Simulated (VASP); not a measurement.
Runs of VASP 6.6.1 on InO3 (ReO3 type). The structure is that of space group Pm-3m (No. 221), or close to it. The cells are those of the table. 

```tsv
cell	k mesh	gap on the mesh (eV)	pressure (GPa)
a = 4.268 Å, 4 atoms	13 × 13 × 13	none	-2.2
a = 4.127 Å, 4 atoms	13 × 13 × 13	none	4.8
a = 4.240 Å, 4 atoms	13 × 13 × 13	none	-1.1
a = 4.295 Å, 4 atoms	13 × 13 × 13	none	-3.2
a = 4.184 Å, 4 atoms	13 × 13 × 13	none	(a)
a = 4.156 Å, 4 atoms	13 × 13 × 13	none	(b)
a = 4.295 Å, 4 atoms	9 × 9 × 9	none	-3.2
```

Alike in all rows: task single point; level PBE; potentials or basis VASP PAW PBE potentials, release 64 (In_d, O); no spin polarisation; cutoff (eV) 520; smearing fermi-dirac 0.0612256 eV.

Q: Estimate the missing entries.

A: (a) 1.6; (b) 3.1.

Caveats: spin-orbit coupling is left out, which moves the levels of the heavy elements; an odd number of electrons without spin polarisation forces a metal; a magnetic or distorted state may lie lower.

A k mesh can miss the band edges, and the runs leave out spin-orbit coupling on In.

A gap of «none» marks levels without a gap at the run's occupations.
